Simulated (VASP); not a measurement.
# MoS2 in VASP: notebook

MoS2 is run at these levels: r2SCAN; tasks: single point.

Program: VASP 6.6.1. These are calculated values, not measurements. Logs are shortened: lines on timing, memory, paths and dates and some standing lists are left out, and cuts for length are marked.

**1. The cell of the first run**

The cell holds a slab with vacuum, 9 atoms: a = 3.184 Å, b = 3.184 Å, c = 28.419 Å, α = 90.00°, β = 90.00°, γ = 120.00°.

**2. Single point, r2SCAN**

The input, POSCAR:

```
MoS2
1.0
    3.1842713585      0.0000000000      0.0000000000
   -1.5921356792      2.7576598890      0.0000000000
    0.0000000000      0.0000000000     28.4188140530
Mo S
3 6
Direct
    0.6666666667      0.3333333333      0.0000000000
    0.3333333333      0.6666666667      0.7714360451
    0.3333333333      0.6666666667      0.2285639549
    0.3333333333      0.6666666667      0.0546374042
    0.6666666667      0.3333333333      0.8260779181
    0.6666666667      0.3333333333      0.2831796040
    0.3333333333      0.6666666667      0.9453625958
    0.6666666667      0.3333333333      0.7168203960
    0.6666666667      0.3333333333      0.1739220819
```

The input, INCAR.step1:

```
PREC = Accurate ; ENCUT = 520
ISMEAR = 0 ; SIGMA = 0.02
LREAL = False ; LASPH = True
NELM = 100 ; NBANDS = 49
GGA = PE ; ALGO = Normal
EDIFF = 1E-4 ; LWAVE = True
LCHARG = False
```

The input, INCAR.step2:

```
PREC = Accurate ; ENCUT = 520
EDIFF = 1E-6 ; ISMEAR = 0
SIGMA = 0.02 ; LREAL = False
LASPH = True ; NELM = 100
ALGO = Normal ; ISIF = 2
LWAVE = False ; LCHARG = True
METAGGA = R2SCAN ; LMIXTAU = True
LELF = True ; LVHAR = True
NBANDS = 49 ; ISTART = 1
```

The input, KPOINTS:

```
regular mesh
0
Gamma
  12 12 1
```

Potentials or basis: VASP PAW PBE potentials, release 64 (Mo_sv, S).

On the command line:

```console
$ cat potpaw_PBE.64/Mo_sv/POTCAR potpaw_PBE.64/S/POTCAR > POTCAR
$ cp INCAR.step1 INCAR
$ mpirun -np 1 vasp_std > vasp.out
$ cp INCAR.step2 INCAR
$ mpirun -np 1 vasp_std > vasp.out
```

OUTCAR:

```text
PREC = Accurate
   ENCUT = 520
   EDIFF = 1E-6
   ISMEAR = 0
   LREAL = False
   LASPH = True
   NELM = 100
   ISIF = 2
   METAGGA = R2SCAN
   ISTART = 1

 ion  position               nearest neighbor table
   1  0.667  0.333  0.000-   4 2.41   7 2.41   4 2.41   7 2.41   4 2.41   7 2.41
   2  0.333  0.667  0.771-   8 2.41   8 2.41   8 2.41   5 2.41   5 2.41   5 2.41
   3  0.333  0.667  0.229-   6 2.41   6 2.41   6 2.41   9 2.41   9 2.41   9 2.41
   4  0.333  0.667  0.055-   1 2.41   1 2.41   1 2.41
   5  0.667  0.333  0.826-   2 2.41   2 2.41   2 2.41
   6  0.667  0.333  0.283-   3 2.41   3 2.41   3 2.41
   7  0.333  0.667  0.945-   1 2.41   1 2.41   1 2.41
   8  0.667  0.333  0.717-   2 2.41   2 2.41   2 2.41
   9  0.667  0.333  0.174-   3 2.41   3 2.41   3 2.41

  LATTYP: Found a hexagonal cell.
 ALAT       =     3.1842713585
 C/A-ratio  =     8.9247463088

  Lattice vectors:

 A1 = (   3.1842713585,   0.0000000000,   0.0000000000)
 A2 = (  -1.5921356792,   2.7576598890,   0.0000000000)
 A3 = (   0.0000000000,   0.0000000000,  28.4188140530)

Analysis of symmetry for initial positions (statically):
=====================================================================
 Subroutine PRICEL returns:
 Original cell was already a primitive cell.

 Routine SETGRP: Setting up the symmetry group for a
 hexagonal supercell.

 Subroutine GETGRP returns: Found 12 space group operations
 (whereof 12 operations were pure point group operations)
 out of a pool of 24 trial point group operations.

The static configuration has the point symmetry D_3h.

Analysis of symmetry for dynamics (positions and initial velocities):
=====================================================================
 Subroutine PRICEL returns:
 Original cell was already a primitive cell.

 Routine SETGRP: Setting up the symmetry group for a
 hexagonal supercell.

 Subroutine GETGRP returns: Found 12 space group operations
 (whereof 12 operations were pure point group operations)
 out of a pool of 24 trial point group operations.

The dynamic configuration has the point symmetry D_3h.

 Subroutine INISYM returns: Found 12 space group operations
 (whereof 12 operations are pure point group operations),
 and found     1 'primitive' translations

----------------------------------------------------------------------------------------

                                     Primitive cell

  volume of cell :     249.5495

  direct lattice vectors                    reciprocal lattice vectors
     3.184271359  0.000000000  0.000000000     0.314043587  0.181313150  0.000000000
    -1.592135679  2.757659889  0.000000000     0.000000000  0.362626299  0.000000000
     0.000000000  0.000000000 28.418814053     0.000000000  0.000000000  0.035187957

  length of vectors
     3.184271359  3.184271358 28.418814053     0.362626299  0.362626299  0.035187957

  position of ions in fractional coordinates (direct lattice)
     0.666666667  0.333333333  0.000000000
     0.333333333  0.666666667  0.771436045
     0.333333333  0.666666667  0.228563955
     0.333333333  0.666666667  0.054637404
     0.666666667  0.333333333  0.826077918
     0.666666667  0.333333333  0.283179604
     0.333333333  0.666666667  0.945362596
     0.666666667  0.333333333  0.716820396
     0.666666667  0.333333333  0.173922082

  ion indices of the primitive-cell ions
   primitive index   ion index
                 1           1
                 2           2
                 3           3
                 4           4
                 5           5
                 6           6
                 7           7
                 8           8
                 9           9

----------------------------------------------------------------------------------------

 KPOINTS: regular mesh

Automatic generation of k-mesh.
 Grid dimensions read from file:
 generate k-points for:   12   12    1

 Generating k-lattice:

  Cartesian coordinates                     Fractional coordinates (reciprocal lattice)
     0.026170299  0.015109429  0.000000000     0.083333333  0.000000000  0.000000000
     0.000000000  0.030218858  0.000000000     0.000000000  0.083333333  0.000000000
     0.000000000  0.000000000  0.035187957     0.000000000  0.000000000  1.000000000

  Length of vectors
     0.030218858  0.030218858  0.035187957

  Shift w.r.t. Gamma in fractional coordinates (k-lattice)
     0.000000000  0.000000000  0.000000000

 Subroutine IBZKPT returns following result:
 ===========================================

 Found     19 irreducible k-points:

 Following reciprocal coordinates:
            Coordinates               Weight
  0.000000  0.000000  0.000000      1.000000
  0.083333  0.000000  0.000000      6.000000
  0.166667 -0.000000  0.000000      6.000000
  0.250000 -0.000000  0.000000      6.000000
  0.333333  0.000000  0.000000      6.000000
  0.416667 -0.000000  0.000000      6.000000
[... 11 lines left out ...]
  0.333333  0.250000  0.000000     12.000000
  0.333333  0.333333  0.000000      2.000000
   k-points           NKPTS =     19   k-points in BZ     NKDIM =     19   number of bands    NBANDS=     49
   number of dos      NEDOS =    301   number of ions     NIONS =      9
   total plane-waves  NPLWV = 124416
   dimension x,y,z NGX =    24 NGY =   24 NGZ =  216
   dimension x,y,z NGXF=    48 NGYF=   48 NGZF=  432
   ions per type =               3   6
   NGX,Y,Z   is equivalent  to a cutoff of  12.53, 12.53, 12.64 a.u.
   NGXF,Y,Z  is equivalent  to a cutoff of  25.06, 25.06, 25.27 a.u.
 SYSTEM =  unknown system
   PREC   = accura    normal or accurate (medium, high low for compatibility)
   ISTART =      1    job   : 0-new  1-cont  2-samecut
   ICHARG =      0    charge: 1-file 2-atom 10-const
   ISPIN  =      1    spin polarized calculation?
   LNONCOLLINEAR =      F non collinear calculations
   LSORBIT =      F    spin-orbit coupling
   LASPH  =      T    aspherical Exc in radial PAW
   ENCUT  =  520.0 eV  38.22 Ry    6.18 a.u.   5.92  5.92 52.84*2*pi/ulx,y,z
   NELM   =    100;   NELMIN=  2; NELMDL=  0     # of ELM steps
   EDIFF  = 0.1E-05   stopping-criterion for ELM
   LREAL  =      F    real-space projection
[... 7 lines left out ...]
   TEBEG  =    0.0;   TEEND  =   0.0 temperature during run
   PSTRESS=    0.0 pullay stress
   NELECT =      78.0000    total number of electrons
   NUPDOWN=      -1.0000    fix difference up-down
   EMIN   =  10.00;   EMAX   =-10.00  energy-range for DOS
   EFERMI =   0.00;   METHOD = LEGACY
   ISMEAR =     0;   SIGMA  =   0.02  broadening in eV -4-tet -1-fermi 0-gaus
   EFERMI_NEDOS =   21; number of points for ismear=-14 and -15
   IALGO  =     38    algorithm
   IMIX   =      4    mixing-type and parameters
     AMIX     =   0.40;   BMIX     =  1.00
     AMIX_MAG =   1.60;   BMIX_MAG =  1.00
  volume/ion in A,a.u.               =      27.73       187.12
  Fermi-wavevector in a.u.,A,eV,Ry     =   1.111017  2.099518 16.794477  1.234359
  Thomas-Fermi vector in A             =   2.247576
   LORBIT       =      0    0 simple, 1 ext, 2 COOP (PROOUT), +10 PAW based schemes
   METAGGA = R2SCAN    functional components
   LHFCALC =     F    Hartree Fock is set to
   AEXX    =    0.0000 exact exchange contribution
   IVDW    =     0    specifies the selected vdW correction
   LEPSILON=     F    determine dielectric tensor
   LRPA    =     F    only Hartree local field effects (RPA)
 non-spin polarized calculation
 Gauss-broadening in eV      SIGMA  =   0.02
  energy-cutoff  :      520.00
  volume of cell :      249.55
 maximum number of plane-waves:      6761
 NGX is ok and might be reduce to    24
   NGX = 11   NGY = 11   NGZ =105

 number of electron      77.9999998 magnetization

 Free energy of the ion-electron system (eV)
  ---------------------------------------------------
  ext. energy  EPLUGINS =         0.00000000
  ---------------------------------------------------
  free energy    TOTEN  =      -135.08633345 eV

  energy without entropy =     -135.08633345  energy(sigma->0) =     -135.08633345

 E-fermi :   2.7809     XC(G=0):  -7.7591

 val. band max:        2.5859494023   @ k =   0.0000   0.0000   0.0000
 cond. band min:       3.8632549954   @ k =   0.3333   0.3333   0.0000
 fundamental gap:      1.2773055931
 Fermi energy:         2.7808562688

 k-point     1 :       0.0000    0.0000    0.0000
  band No.  band energies     occupation
      1     -60.6881      2.00000
      2     -60.6875      2.00000
      3     -60.6875      2.00000
      4     -34.1003      2.00000
      5     -34.0994      2.00000
      6     -34.0994      2.00000
[... 41 lines left out ...]
     48       5.3182      0.00000
     49       5.3324      0.00000

 k-point     2 :       0.0833    0.0000    0.0000
  band No.  band energies     occupation
      1     -60.6853      2.00000
      2     -60.6847      2.00000
      3     -60.6847      2.00000
      4     -34.0948      2.00000
      5     -34.0939      2.00000
      6     -34.0939      2.00000
[... 41 lines left out ...]
     48       5.2259      0.00000
     49       5.2517      0.00000

 k-point     3 :       0.1667   -0.0000    0.0000
  band No.  band energies     occupation
      1     -60.6778      2.00000
      2     -60.6772      2.00000
      3     -60.6772      2.00000
      4     -34.0797      2.00000
      5     -34.0789      2.00000
      6     -34.0789      2.00000
[... 821 lines left out ...]
     48       5.7486      0.00000
     49       7.0276      0.00000

 k-point    19 :       0.3333    0.3333    0.0000
  band No.  band energies     occupation
      1     -60.6416      2.00000
      2     -60.6410      2.00000
      3     -60.6410      2.00000
      4     -34.1923      2.00000
      5     -34.1917      2.00000
      6     -34.1917      2.00000
[... 41 lines left out ...]
     48       5.8884      0.00000
     49       7.2961      0.00000

------------------------ aborting loop because EDIFF is reached ----------------------------------------

  FORCE on cell =-STRESS in cart. coord.  units (eV):
  Direction    XX          YY          ZZ          XY          YZ          ZX
  --------------------------------------------------------------------------------------
  -------------------------------------------------------------------------------------
  Total        0.0583136      0.0583136     -0.0240199      0.0000000     -0.0000000     -0.0000000
  in kB        0.3743896      0.3743896     -0.1542145      0.0000000     -0.0000000     -0.0000000
  external PRESSURE =       0.1981882 kB  Pullay stress =       0.0000000 kB

 VOLUME and BASIS-vectors are now :
 -----------------------------------------------------------------------------
  energy-cutoff  :      520.00
  volume of cell :      249.55
      direct lattice vectors                 reciprocal lattice vectors
     3.184271359  0.000000000  0.000000000     0.314043587  0.181313150  0.000000000
    -1.592135679  2.757659889  0.000000000     0.000000000  0.362626299  0.000000000
     0.000000000  0.000000000 28.418814053     0.000000000  0.000000000  0.035187957

 POSITION                                       TOTAL-FORCE (eV/Angst)
 -----------------------------------------------------------------------------------
      1.59214      0.91922      0.00000         0.000000      0.000000      0.000000
     -0.00000      1.83844     21.92330         0.000000      0.000000     -0.000447
     -0.00000      1.83844      6.49552         0.000000      0.000000      0.000447
     -0.00000      1.83844      1.55273         0.000000      0.000000      0.003194
      1.59214      0.91922     23.47615         0.000000      0.000000      0.002973
      1.59214      0.91922      8.04763        -0.000000     -0.000000      0.003256
     -0.00000      1.83844     26.86608         0.000000      0.000000     -0.003194
      1.59214      0.91922     20.37119        -0.000000     -0.000000     -0.003256
      1.59214      0.91922      4.94266        -0.000000     -0.000000     -0.002973
 -----------------------------------------------------------------------------------
    total drift:                                0.000000     -0.000000      0.000000

  FREE ENERGIE OF THE ION-ELECTRON SYSTEM (eV)
  ---------------------------------------------------
  free  energy   TOTEN  =      -135.0863334480 eV

  energy  without entropy=     -135.0863334480  energy(sigma->0) =     -135.08633345
```

Wall time 21 min (1 thread of Oxide Virtual Turin-like, shared host); peak memory 0.45 GiB.

What came out:

```
Free energy            : -135.0863 eV
Largest force          : 0.003 eV/Å
Band gap on the k mesh : 1.28 eV (least direct gap 1.74 eV)
```

Forces in eV/Å, atoms in the order of the input:
```
Mo   0.000  0.000  0.000
Mo   0.000  0.000  0.000
Mo   0.000  0.000  0.000
S    0.000  0.000  0.003
S    0.000  0.000  0.003
S    0.000  0.000  0.003
S    0.000  0.000 -0.003
S    0.000  0.000 -0.003
S    0.000  0.000 -0.003
```

Caveat: there is no dipole correction, which matters where the two faces differ; the PAW data sets were made with another functional, which shifts forces and pressure a little.

**3. Single point, r2SCAN**

POSCAR is that of step 2.

The input, INCAR.step1:

```
SYSTEM = MoS2
  PREC = Accurate
  ENCUT = 520
  ISMEAR = 0
  SIGMA = 0.05
  LREAL = .False.
  LASPH = .True.
  NELM = 80
  NBANDS = 49
  GGA = PE
  ALGO = Normal
  EDIFF = 1E-4
  LWAVE = .True.
  LCHARG = .False.
```

The input, INCAR.step2:

```
SYSTEM = MoS2
  PREC = Accurate
  ENCUT = 520
  EDIFF = 1E-6
  ISMEAR = 0
  SIGMA = 0.05
  LREAL = .False.
  LASPH = .True.
  NELM = 80
  ALGO = Normal
  ISIF = 2
  LWAVE = .False.
  LCHARG = .True.
  METAGGA = R2SCAN
  LMIXTAU = .True.
  LELF = .True.
  LVHAR = .True.
  NBANDS = 49
  ISTART = 1
```

The input, KPOINTS:

```
Automatic mesh
0
Gamma
  12 12 1
  0 0 0
```

Potentials or basis: VASP PAW PBE potentials, release 64 (Mo_sv, S).

On the command line:

```console
$ cat potpaw_PBE.64/Mo_sv/POTCAR potpaw_PBE.64/S/POTCAR > POTCAR
$ cp INCAR.step1 INCAR
$ mpirun -np 1 vasp_std > vasp.out
$ cp INCAR.step2 INCAR
$ mpirun -np 1 vasp_std > vasp.out
```

Wall time 40 min (1 thread of Oxide Virtual Turin-like, shared host); peak memory 0.44 GiB.

It converged, with:

- Free energy: -135.0863 eV
- Largest force: 0.003 eV/Å
- Band gap on the k mesh: 1.28 eV (least direct gap 1.74 eV)

Forces on the atoms (eV/Å):
```
Mo   0.000  0.000  0.000
Mo   0.000  0.000  0.000
Mo   0.000  0.000  0.000
S    0.000  0.000  0.003
S    0.000  0.000  0.003
S    0.000  0.000  0.003
S    0.000  0.000 -0.003
S    0.000  0.000 -0.003
S    0.000  0.000 -0.003
```

Levels at points of the mesh, in eV from the valence-band top:
```csv
k point,band 36,band 37,band 38,band 39,band 40,band 41,band 42,band 43
"(0.00, 0.00, 0.00)",-1.76,-0.64,-0.28,0.00,2.46,2.46,2.47,2.47
"(0.50, 0.00, 0.00)",-1.55,-1.14,-1.11,-1.10,1.90,1.91,1.92,2.38
```

Caveat: there is no dipole correction, which matters where the two faces differ; the PAW data sets were made with another functional, which shifts forces and pressure a little.
